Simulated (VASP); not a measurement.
Input of a VASP 6.6.1 run:

File INCAR:

```
PREC = Accurate
ENCUT = 500
EDIFF = 1E-6
ISMEAR = -1
SIGMA = 0.02
LREAL = F
LASPH = T
NELM = 120
ALGO = Normal
ISIF = 2
LWAVE = F
LCHARG = F
GGA = PE
NBANDS = 19
GGA_COMPAT = F
```

File KPOINTS:

```
Automatic mesh
0
Gamma
  6 6 6
```

POSCAR

```
K2S
1.0
    0.0000000000      3.7027051400      3.7027051400
    3.7027051400      0.0000000000      3.7027051400
    3.7027051400      3.7027051400      0.0000000000
K S
2 1
Direct
    0.7500000000      0.7500000000      0.7500000000
    0.2500000000      0.2500000000      0.2500000000
    0.0000000000      0.0000000000      0.0000000000
```

Potentials or basis: VASP PAW PBE potentials, release 64 (K_sv, S).

Launch:

```bash
$ cat potpaw_PBE.64/K_sv/POTCAR potpaw_PBE.64/S/POTCAR > POTCAR
$ mpirun -np 1 vasp_std > vasp.out
```

What does it give for the band gap on the k mesh?

2.38 eV (least direct gap 2.57 eV).

Predict the pressure.

0.5 GPa.

A k mesh can miss the band edges.
